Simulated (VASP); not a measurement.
An input for VASP 6.6.1 (KF):

The input INCAR:

```
SYSTEM = KF
PREC = Accurate ; ENCUT = 600
EDIFF = 1E-6 ; ISMEAR = -4
SIGMA = 0.1 ; LREAL = .False.
LASPH = .True. ; NELM = 120
ALGO = Normal ; ISIF = 2
LWAVE = .False. ; LCHARG = .False.
GGA = PE ; NBANDS = 15
ISYM = 0 ; GGA_COMPAT = .False.
```

File KPOINTS:

```
Automatic mesh
0
Gamma
  2 2 2
  0.5 0.5 0
```

File POSCAR:

```
KF
1.0
    0.0000000000      2.6544134050      2.6544134050
    2.6544134050      0.0000000000      2.6544134050
    2.6544134050      2.6544134050      0.0000000000
K F
1 1
Direct
    0.0000000000      0.0000000000      0.0000000000
    0.5000000000      0.5000000000      0.5000000000
```

Potentials or basis: VASP PAW PBE potentials, release 64 (K_sv, F).

The run is started by

```sh
$ cat potpaw_PBE.64/K_sv/POTCAR potpaw_PBE.64/F/POTCAR > POTCAR
$ mpirun -np 1 vasp_std > vasp.out
```

What does the program do with it?

The run stopped without a result. It printed:

OUTCAR:

```text
SYSTEM = KF
   PREC = Accurate
   ENCUT = 600
   EDIFF = 1E-6
   ISMEAR = -4
   LREAL = .False.
   LASPH = .True.
   NELM = 120
   ISIF = 2
   GGA = PE
[... 60 lines left out ...]
|     E        R    R   R    R   O     O  R    R      ###     ###     ###     |
|     EEEEEEE  R     R  R     R  OOOOOOO  R     R     ###     ###     ###     |
|                                                                             |
|     IBZKPT: unable to construct a generating k-lattice suitable for use     |
|     with the tetrahedron method                                             |
|     ... use a different smearing method                                     |
|     ... and/or try setting KBLOWUP=.FALSE.                                  |
|     ... and/or try a Gamma-centered k-lattice                               |
|     ... and/or try a different shift                                        |
|                                                                             |
|       ---->  I REFUSE TO CONTINUE WITH THIS SICK JOB ... BYE!!! <----       |
|                                                                             |
 -----------------------------------------------------------------------------
```

On the terminal:

```text
POSCAR found type information on POSCAR K F
 POSCAR found :  2 types and       2 ions
[... 19 lines left out ...]

1
```
